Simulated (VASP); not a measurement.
# InO in VASP: further runs

The runs below take InO through single point, with PBE.

Program: VASP 6.6.1. These are calculated values, not measurements. Logs are shortened: lines on timing, memory, paths and dates and some standing lists are left out, and cuts for length are marked.

### 1 The cell of the first run

The cell holds a slab with vacuum, 4 atoms: a = 3.177 Å, b = 3.177 Å, c = 15.242 Å, α = 90.00°, β = 90.00°, γ = 120.00°.

### 2 Single point, PBE (strain -0.080 along x and y, -0.040 along z)

Contents of INCAR:

```
SYSTEM = InO
ALGO     = Normal         ! electronic algorithm
EDIFF    = 1E-6           ! SCF threshold, eV
ENCUT    = 520            ! plane-wave cutoff, eV
GGA      = PE             ! functional
ISIF     = 2              ! what is computed and relaxed
ISMEAR   = 0              ! smearing method
LASPH    = .TRUE.         ! aspherical terms in the spheres
LCHARG   = .FALSE.        ! write CHGCAR
LREAL    = .FALSE.        ! projectors in reciprocal space
LWAVE    = .FALSE.        ! write WAVECAR
NBANDS   = 27             ! bands
NELM     = 80             ! most SCF steps
PREC     = Accurate       ! precision mode
SIGMA    = 0.03           ! smearing width, eV
```

Contents of KPOINTS:

```
k-points
0
G
  12 12 2
  0 0 0
```

Contents of POSCAR:

```
InO
1.0
    3.1773246972      0.0000000000      0.0000000000
   -1.5886623486      2.7516439038      0.0000000000
    0.0000000000      0.0000000000     15.2420160000
In O
2 2
Direct
    0.6666666667      0.3333333333      0.5900210000
    0.6666666667      0.3333333333      0.4099790000
    0.0000000000      0.0000000000      0.6398670000
    0.0000000000      0.0000000000      0.3601330000
```

Potentials or basis: VASP PAW PBE potentials, release 64 (In_d, O).

Run with:

```sh
$ cat potpaw_PBE.64/In_d/POTCAR potpaw_PBE.64/O/POTCAR > POTCAR
$ mpirun -np 1 vasp_std > vasp.out
```

OUTCAR:

```text
SYSTEM = InO
   EDIFF = 1E-6
   ENCUT = 520
   GGA = PE
   ISIF = 2
   ISMEAR = 0
   LASPH = .TRUE.
   LREAL = .FALSE.
   NELM = 80
   PREC = Accurate

 ion  position               nearest neighbor table
   1  0.667  0.333  0.590-   3 1.99   3 1.99   3 1.99   2 2.74
   2  0.667  0.333  0.410-   4 1.99   4 1.99   4 1.99   1 2.74
   3  0.000  0.000  0.640-   1 1.99   1 1.99   1 1.99
   4  0.000  0.000  0.360-   2 1.99   2 1.99   2 1.99

  LATTYP: Found a hexagonal cell.
 ALAT       =     3.1773246972
 C/A-ratio  =     4.7971225646

  Lattice vectors:

 A1 = (   3.1773246972,   0.0000000000,   0.0000000000)
 A2 = (  -1.5886623486,   2.7516439038,   0.0000000000)
 A3 = (   0.0000000000,   0.0000000000,  15.2420160000)

Analysis of symmetry for initial positions (statically):
=====================================================================
 Subroutine PRICEL returns:
 Original cell was already a primitive cell.

 Routine SETGRP: Setting up the symmetry group for a
 hexagonal supercell.

 Subroutine GETGRP returns: Found 12 space group operations
 (whereof 12 operations were pure point group operations)
 out of a pool of 24 trial point group operations.

The static configuration has the point symmetry D_3h.

Analysis of symmetry for dynamics (positions and initial velocities):
=====================================================================
 Subroutine PRICEL returns:
 Original cell was already a primitive cell.

 Routine SETGRP: Setting up the symmetry group for a
 hexagonal supercell.

 Subroutine GETGRP returns: Found 12 space group operations
 (whereof 12 operations were pure point group operations)
 out of a pool of 24 trial point group operations.

The dynamic configuration has the point symmetry D_3h.

 Subroutine INISYM returns: Found 12 space group operations
 (whereof 12 operations are pure point group operations),
 and found     1 'primitive' translations

----------------------------------------------------------------------------------------

                                     Primitive cell

  volume of cell :     133.2589

  direct lattice vectors                    reciprocal lattice vectors
     3.177324697  0.000000000  0.000000000     0.314730188  0.181709559  0.000000000
    -1.588662349  2.751643904  0.000000000     0.000000000  0.363419118  0.000000000
     0.000000000  0.000000000 15.242016000     0.000000000  0.000000000  0.065608119

  length of vectors
     3.177324697  3.177324697 15.242016000     0.363419118  0.363419118  0.065608119

  position of ions in fractional coordinates (direct lattice)
     0.666666667  0.333333333  0.590021000
     0.666666667  0.333333333  0.409979000
     0.000000000  0.000000000  0.639867000
     0.000000000  0.000000000  0.360133000

  ion indices of the primitive-cell ions
   primitive index   ion index
                 1           1
                 2           2
                 3           3
                 4           4

----------------------------------------------------------------------------------------

 KPOINTS: k-points

Automatic generation of k-mesh.
 Grid dimensions read from file:
 generate k-points for:   12   12    2

 Generating k-lattice:

  Cartesian coordinates                     Fractional coordinates (reciprocal lattice)
     0.026227516  0.015142463  0.000000000     0.083333333 -0.000000000  0.000000000
     0.000000000  0.030284926  0.000000000     0.000000000  0.083333333  0.000000000
     0.000000000  0.000000000  0.032804060     0.000000000  0.000000000  0.500000000

  Length of vectors
     0.030284926  0.030284926  0.032804060

  Shift w.r.t. Gamma in fractional coordinates (k-lattice)
     0.000000000  0.000000000  0.000000000

 Subroutine IBZKPT returns following result:
 ===========================================

 Found     38 irreducible k-points:

 Following reciprocal coordinates:
            Coordinates               Weight
  0.000000  0.000000  0.000000      1.000000
  0.083333  0.000000  0.000000      6.000000
  0.166667  0.000000  0.000000      6.000000
  0.250000  0.000000  0.000000      6.000000
  0.333333  0.000000  0.000000      6.000000
  0.416667  0.000000  0.000000      6.000000
[... 16 lines left out ...]
  0.250000  0.000000  0.500000      6.000000
  0.333333  0.000000  0.500000      6.000000
 [... further k-points ...]
   k-points           NKPTS =     38   k-points in BZ     NKDIM =     38   number of bands    NBANDS=     27
   number of dos      NEDOS =    301   number of ions     NIONS =      4
   total plane-waves  NPLWV =  69120
   dimension x,y,z NGX =    24 NGY =   24 NGZ =  120
   dimension x,y,z NGXF=    48 NGYF=   48 NGZF=  240
   ions per type =               2   2
   NGX,Y,Z   is equivalent  to a cutoff of  12.56, 12.56, 13.09 a.u.
   NGXF,Y,Z  is equivalent  to a cutoff of  25.11, 25.11, 26.18 a.u.
 SYSTEM =  InO
   PREC   = accura    normal or accurate (medium, high low for compatibility)
   ISTART =      0    job   : 0-new  1-cont  2-samecut
   ICHARG =      2    charge: 1-file 2-atom 10-const
   ISPIN  =      1    spin polarized calculation?
   LNONCOLLINEAR =      F non collinear calculations
   LSORBIT =      F    spin-orbit coupling
   LASPH  =      T    aspherical Exc in radial PAW
   ENCUT  =  520.0 eV  38.22 Ry    6.18 a.u.   5.91  5.91 28.34*2*pi/ulx,y,z
   NELM   =     80;   NELMIN=  2; NELMDL= -5     # of ELM steps
   EDIFF  = 0.1E-05   stopping-criterion for ELM
   LREAL  =      F    real-space projection
   EDIFFG = 0.1E-04   stopping-criterion for IOM
   NSW    =      0    number of steps for IOM
   IBRION =     -1    ionic relax: 0-MD 1-quasi-New 2-CG
   NFREE  =      0    steps in history (QN), initial steepest desc. (CG)
   ISIF   =      2    stress and relaxation
   ISYM   =      2    0-nonsym 1-usesym 2-fastsym
   POTIM  = 0.5000    time-step for ionic-motion
   TEBEG  =    0.0;   TEEND  =   0.0 temperature during run
   PSTRESS=    0.0 pullay stress
   NELECT =      38.0000    total number of electrons
   NUPDOWN=      -1.0000    fix difference up-down
   EMIN   =  10.00;   EMAX   =-10.00  energy-range for DOS
   EFERMI =   0.00;   METHOD = LEGACY
   ISMEAR =     0;   SIGMA  =   0.03  broadening in eV -4-tet -1-fermi 0-gaus
   EFERMI_NEDOS =   21; number of points for ismear=-14 and -15
   IALGO  =     38    algorithm
   IMIX   =      4    mixing-type and parameters
     AMIX     =   0.40;   BMIX     =  1.00
     AMIX_MAG =   1.60;   BMIX_MAG =  1.00
  volume/ion in A,a.u.               =      33.31       224.82
  Fermi-wavevector in a.u.,A,eV,Ry     =   1.077550  2.036274 15.797904  1.161113
  Thomas-Fermi vector in A             =   2.213464
   LORBIT       =      0    0 simple, 1 ext, 2 COOP (PROOUT), +10 PAW based schemes
   GGA     = PE    functional components
   LHFCALC =     F    Hartree Fock is set to
   AEXX    =    0.0000 exact exchange contribution
   IVDW    =     0    specifies the selected vdW correction
   LEPSILON=     F    determine dielectric tensor
   LRPA    =     F    only Hartree local field effects (RPA)
 non-spin polarized calculation
 Gauss-broadening in eV      SIGMA  =   0.03
  energy-cutoff  :      520.00
  volume of cell :      133.26
 maximum number of plane-waves:      3616
 NGX is ok and might be reduce to    24
   NGX = 11   NGY = 11   NGZ = 57

 number of electron      37.9999975 magnetization

 Free energy of the ion-electron system (eV)
  ---------------------------------------------------
  ext. energy  EPLUGINS =         0.00000000
  ---------------------------------------------------
  free energy    TOTEN  =       -18.15234439 eV

  energy without entropy =      -18.15234439  energy(sigma->0) =      -18.15234439

 E-fermi :   0.0739     XC(G=0):  -5.4080

 val. band max:       -0.0770591187   @ k =   0.3333   0.3333   0.5000
 cond. band min:       0.3626026200   @ k =   0.0000   0.0000   0.5000
 fundamental gap:      0.4396617387
 Fermi energy:         0.0738753379

 k-point     1 :       0.0000    0.0000    0.0000
  band No.  band energies     occupation
      1     -19.5906      2.00000
      2     -19.5578      2.00000
      3     -14.3274      2.00000
      4     -14.3274      2.00000
      5     -14.2714      2.00000
      6     -14.2714      2.00000
[... 19 lines left out ...]
     26      10.5028      0.00000
     27      10.9700      0.00000

 k-point     2 :       0.0833    0.0000    0.0000
  band No.  band energies     occupation
      1     -19.5697      2.00000
      2     -19.5390      2.00000
      3     -14.3234      2.00000
      4     -14.2928      2.00000
      5     -14.2448      2.00000
      6     -14.2355      2.00000
[... 19 lines left out ...]
     26       9.8237      0.00000
     27      10.6653      0.00000

 k-point     3 :       0.1667    0.0000    0.0000
  band No.  band energies     occupation
      1     -19.5172      2.00000
      2     -19.4919      2.00000
      3     -14.2904      2.00000
      4     -14.2018      2.00000
      5     -14.1589      2.00000
      6     -14.1377      2.00000
[... 19 lines left out ...]
     26       8.5304      0.00000
     27      10.3133      0.00000

 k-point     4 :       0.2500    0.0000    0.0000
  band No.  band energies     occupation
      1     -19.4559      2.00000
      2     -19.4364      2.00000
      3     -14.2265      2.00000
      4     -14.0948      2.00000
      5     -14.0319      2.00000
      6     -14.0078      2.00000
[... 19 lines left out ...]
     26       8.8208      0.00000
     27       9.6856      0.00000
[... 516 lines left out ...]
      4     -14.2018      2.00000
      5     -14.1589      2.00000
      6     -14.1377      2.00000
[... 19 lines left out ...]
     26       9.4914      0.00000
     27      10.2048      0.00000

 k-point    23 :       0.2500    0.0000    0.5000
  band No.  band energies     occupation
      1     -19.4560      2.00000
      2     -19.4364      2.00000
      3     -14.2265      2.00000
      4     -14.0949      2.00000
      5     -14.0319      2.00000
      6     -14.0078      2.00000
[... 19 lines left out ...]
     26       9.2170      0.00000
     27       9.8813      0.00000

 k-point    24 :       0.3333    0.0000    0.5000
  band No.  band energies     occupation
      1     -19.4073      2.00000
      2     -19.3915      2.00000
      3     -14.1886      2.00000
      4     -14.0250      2.00000
      5     -13.9580      2.00000
      6     -13.9178      2.00000
[... 19 lines left out ...]
     26       9.0062      0.00000
     27       9.5588      0.00000

 [... further k-points ...]

------------------------ aborting loop because EDIFF is reached ----------------------------------------

  FORCE on cell =-STRESS in cart. coord.  units (eV):
  Direction    XX          YY          ZZ          XY          YZ          ZX
  --------------------------------------------------------------------------------------
  -------------------------------------------------------------------------------------
  Total       15.3653805     15.3653805      5.6424544     -0.0000000      0.0000000      0.0000000
  in kB      184.7386046    184.7386046     67.8394622     -0.0000000      0.0000000      0.0000000
  external PRESSURE =     145.7722238 kB  Pullay stress =       0.0000000 kB

 VOLUME and BASIS-vectors are now :
 -----------------------------------------------------------------------------
  energy-cutoff  :      520.00
  volume of cell :      133.26
      direct lattice vectors                 reciprocal lattice vectors
     3.177324697  0.000000000  0.000000000     0.314730188  0.181709559  0.000000000
    -1.588662349  2.751643904  0.000000000     0.000000000  0.363419118  0.000000000
     0.000000000  0.000000000 15.242016000     0.000000000  0.000000000  0.065608119

 POSITION                                       TOTAL-FORCE (eV/Angst)
 -----------------------------------------------------------------------------------
      1.58866      0.91721      8.99311         0.000000     -0.000000     -1.945327
      1.58866      0.91721      6.24891         0.000000      0.000000      1.945327
      0.00000      0.00000      9.75286        -0.000000     -0.000000      2.591322
      0.00000      0.00000      5.48915        -0.000000     -0.000000     -2.591322
 -----------------------------------------------------------------------------------
    total drift:                                0.000000     -0.000000      0.000000

  FREE ENERGIE OF THE ION-ELECTRON SYSTEM (eV)
  ---------------------------------------------------
  free  energy   TOTEN  =       -18.1523443858 eV

  energy  without entropy=      -18.1523443858  energy(sigma->0) =      -18.15234439
```

It took 4 min on 1 thread of Intel Xeon 8259CL, shared host; peak memory 0.3 GiB.

What came out:

```
Free energy            : -18.1523 eV
Largest force          : 2.591 eV/Å
Band gap on the k mesh : 0.44 eV (least direct gap 1.89 eV)
```

Forces on the atoms (eV/Å):
```
In   0.000  0.000 -1.945
In   0.000  0.000  1.945
O    0.000  0.000  2.591
O    0.000  0.000 -2.591
```

Caveat: the cell differs from its parent crystal (strain -0.080 along x and y, -0.040 along z); there is no dipole correction, which matters where the two faces differ; semilocal functionals underestimate gaps, and a narrow one can read as zero; spin-orbit coupling is left out, which moves the levels of the heavy elements.

### 3 Single point, PBE (strain -0.080 along x and y, +0.000 along z)

Contents of INCAR:

```
PREC = Accurate
ENCUT = 520
EDIFF = 1E-7
ISMEAR = 0
SIGMA = 0.03
LREAL = False
LASPH = True
NELM = 80
ALGO = Normal
ISIF = 2
LWAVE = False
LCHARG = True
GGA = PE
LELF = True
LVHAR = True
NBANDS = 27
```

Contents of KPOINTS:

```
Automatic mesh
0
Gamma
  12 12 2
```

POSCAR, as its differences from that of step 2:

```diff
@@ -4,3 +4,3 @@
    -1.5886623486      2.7516439038      0.0000000000
-    0.0000000000      0.0000000000     15.2420160000
+    0.0000000000      0.0000000000     15.8771000000
 In O
```

Potentials or basis: VASP PAW PBE potentials, release 64 (In_d, O).

Run with:

```sh
$ cat potpaw_PBE.64/In_d/POTCAR potpaw_PBE.64/O/POTCAR > POTCAR
$ mpirun -np 1 vasp_std > vasp.out
```

It took 4.6 min on 1 thread of Intel Xeon 8259CL, shared host; peak memory 0.31 GiB.

Results (log left out):

```yaml
Free_energy: -18.3366 eV
Largest_force: 2.226 eV/Å
Band_gap_on_the_k_mesh: 0.19 eV (least direct gap 1.76 eV)
```

Forces on the atoms (eV/Å):
```
In   0.000  0.000 -2.226
In   0.000  0.000  2.226
O    0.000  0.000  2.193
O    0.000  0.000 -2.193
```

Levels at points of the mesh, in eV from the valence-band top:
```csv
k point,band 16,band 17,band 18,band 19,band 20,band 21,band 22,band 23
"(0.00, 0.00, 0.00)",-2.29,-2.26,-2.26,-1.58,0.19,3.38,5.54,5.63
"(0.50, 0.00, 0.00)",-3.49,-3.38,-3.13,-0.60,2.02,4.89,5.10,7.76
"(0.00, 0.00, 0.50)",-2.29,-2.26,-2.26,-1.58,0.19,3.38,5.33,6.01
"(0.50, 0.00, 0.50)",-3.49,-3.38,-3.13,-0.60,2.02,4.89,5.10,7.76
```

Caveat: the cell differs from its parent crystal (strain -0.080 along x and y, +0.000 along z); there is no dipole correction, which matters where the two faces differ; semilocal functionals underestimate gaps, and a narrow one can read as zero; spin-orbit coupling is left out, which moves the levels of the heavy elements.
